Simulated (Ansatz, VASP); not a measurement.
## Two plane-wave programs on TaN

```
Ta N
1.0
     3.13297    0.00000    0.00000
    -1.56649    2.71323    0.00000
     0.00000    0.00000    6.08751
Ta N
2 2
Direct
  0.33333 0.66667 0.03142
  0.66667 0.33333 0.53142
  0.33333 0.66667 0.35358
  0.66667 0.33333 0.85358
```

Alike in both runs: task relaxation of cell and atoms; functional r2SCAN; k mesh 12 × 12 × 6; occupations gaussian, width 0.01 eV; no spin polarisation.

```csv
,VASP,Ansatz
version,VASP 6.6.1,Ansatz 0.2.0
potentials or method,"VASP PAW PBE potentials, release 64 (Ta_pv, N), cutoff 600 eV","scalar-relativistic, plane waves, PAW"
valence electrons in the cell,32,36
```

```csv
,VASP,Ansatz,Ansatz less VASP
"gap on the k mesh at the Fermi level, each at its own relaxed structure (eV)",none,none,-
relaxed volume (Å³/atom),13.00,12.95,-0.056
relaxed cell length with the largest relative difference (Å),6.100,6.089,-0.0105
```

VASP's potentials were made for PBE, not for r2SCAN. A gap of «none» marks a metal or a gap that the smearing closes. VASP's potentials hold 32 valence electrons a cell and Ansatz's 36, so a difference there can come from the potentials and not from the codes.

Spin-orbit coupling is off throughout.
